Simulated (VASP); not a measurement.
WC (Qusongite): relaxation of cell and atoms with PBEsol

Crystal: WC (Qusongite).

```
W C
1.0
     2.90650    0.00000    0.00000
    -1.45325    2.51710    0.00000
     0.00000    0.00000    2.83660
W C
1 1
Cartesian
  0.0000 0.0000 0.0000
  1.4533 0.8390 1.4183
```

```json
{
  "Program": "VASP 6.6.1",
  "Task": "relaxation of cell and atoms",
  "Functional": "PBEsol",
  "Potentials or basis": "VASP PAW PBE potentials, release 64 (W_sv, C)",
  "Cutoff": "600 eV",
  "k mesh": "10 × 10 × 9",
  "Occupations": "fermi-dirac, width 0.05 eV",
  "Spin": "no spin polarisation",
  "Target pressure": "5 GPa",
  "Dipole correction": "no",
  "Further INCAR settings": "ALGO = Normal; EDIFF = 1e-06; IBRION = 2; EDIFFG = -0.01; NSW = 60; ISIF = 3"
}
```

The relaxed volume is 10.19 Å³/atom. The relaxed cell is a = 2.889 Å, b = 2.889 Å, c = 2.820 Å, α = 90.00°, β = 90.00°, γ = 120.00°, the space group after relaxing (to 0.05 Å) is P-6m2 (No. 187) and the energy change on relaxing (the enthalpy is what falls) is +1.5 meV/atom. The ionic steps are 7, the pressure after relaxing is 5.1 GPa and the band gap on the k mesh is zero (band 9 reaches 11.86 eV, above the bottom of band 10 at 10.62 eV).

The path:
```tsv
step	energy change (eV)	largest force (eV/Å)	pressure (GPa)	volume (Å³)
1	0.0000	0.0000	-2.33	20.75
2	0.1140	0.0000	30.27	19.36
3	0.0026	0.0000	4.82	20.40
4	0.0028	0.0000	4.93	20.40
5	0.0030	0.0000	5.08	20.39
6	0.0032	0.0000	5.18	20.38
7	0.0031	0.0000	5.13	20.39
```

Final structure:
```cif
data_structure
_symmetry_space_group_name_H-M 'P 1'
_symmetry_Int_Tables_number 1
_cell_length_a 2.8892
_cell_length_b 2.8892
_cell_length_c 2.8199
_cell_angle_alpha 90.000
_cell_angle_beta 90.000
_cell_angle_gamma 120.000
_cell_volume 20.39
loop_
_atom_site_label
_atom_site_type_symbol
_atom_site_fract_x
_atom_site_fract_y
_atom_site_fract_z
_atom_site_occupancy
W1 W 0.00000 0.00000 0.00000 1
C1 C 0.66667 0.33333 0.50000 1
```

Levels at points of the mesh, in eV from the Fermi level:
| k point | band 7 | band 8 | band 9 | band 10 | band 11 | band 12 |
| --- | --- | --- | --- | --- | --- | --- |
| (0.00, 0.00, 0.00) | -3.39 | -3.39 | 0.13 | 3.32 | 3.32 | 5.76 |
| (0.50, 0.00, 0.00) | -3.69 | -3.66 | -0.44 | 2.40 | 4.66 | 5.04 |

Wall time 92 s on 1 thread of Intel Xeon 8259CL (shared host), peak memory 0.17 GiB.

Caveat: the cell is relaxed towards a set pressure, so the enthalpy falls and the energy may rise; the PAW data sets were made with another functional, which shifts forces and pressure a little; spin-orbit coupling is left out, which moves the levels of the heavy elements.
